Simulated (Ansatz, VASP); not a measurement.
# Al2Cu: VASP beside Ansatz

```
Al Cu
1.0
    -2.02436    2.02436    2.86289
     2.02436   -2.02436    2.86289
     2.02436    2.02436   -2.86289
Al Cu
2 1
Direct
  0.75000 0.25000 0.50000
  0.25000 0.75000 0.50000
  0.50000 0.50000 0.00000
```

Alike in both runs: functional PBEsol; k mesh 14 × 14 × 14; occupations gaussian, width 0.1 eV; no spin polarisation.

Ansatz relaxed the structure, and its values are those at the end. VASP's run is a single point on that final structure, the one shown.

|  | VASP | Ansatz |
| --- | --- | --- |
| version | VASP 6.6.1 | Ansatz 0.2.0 |
| potentials or method | VASP PAW PBE potentials, release 64 (Al, Cu), cutoff 520 eV | scalar-relativistic, plane waves, PAW |
| valence electrons in the cell | 17 | 25 |

```csv
,VASP,Ansatz,Ansatz less VASP
gap on the k mesh at the Fermi level (eV),none,none,-
pressure (GPa),0.5,0.0,-0.46
```

VASP's potentials were made for PBE, not for PBEsol. A gap of «none» marks a metal or a gap that the smearing closes. VASP's potentials hold 17 valence electrons a cell and Ansatz's 25, so a difference there can come from the potentials and not from the codes.
